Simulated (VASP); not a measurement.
A run of VASP 6.6.1 is set up as follows.

The input INCAR:

```
SYSTEM = Mg3Mn
ALGO = Fast
EDIFF = 1E-7
ENCUT = 520
GGA = PE
ISIF = 2
ISMEAR = 0
LASPH = .True.
LCHARG = .False.
LREAL = .False.
LWAVE = .False.
NBANDS = 18
NELM = 60
PREC = Accurate
SIGMA = 0.1
```

KPOINTS

```
k-points
0
Gamma
  10 10 10
  0 0 0
```

The input POSCAR:

```
Mg3Mn
1.0
    4.1435864663      0.0000000000      0.0000000000
    0.0000000000      4.1435864663      0.0000000000
    0.0000000000      0.0000000000      4.1435864663
Mg Mn
3 1
Direct
    0.5000000000      0.5000000000      0.0000000000
    0.5000000000      0.0000000000      0.5000000000
    0.0000000000      0.5000000000      0.5000000000
    0.0000000000      0.0000000000      0.0000000000
```

Potentials or basis: VASP PAW PBE potentials, release 64 (Mg, Mn_pv).

The run is started by

```console
$ cat potpaw_PBE.64/Mg/POTCAR potpaw_PBE.64/Mn_pv/POTCAR > POTCAR
$ mpirun -np 1 vasp_std > vasp.out
```

Task: Estimate the pressure.

Result: -0.1 GPa.

Task: What does it give for the band gap on the k mesh?

Result: Zero (an odd number of electrons rules out a gap without spin polarisation).

Caveat: the run has no spin polarisation, though such a crystal can be magnetic. Spin polarisation is off, so any magnetic state and its effect on volume and gap are missing.
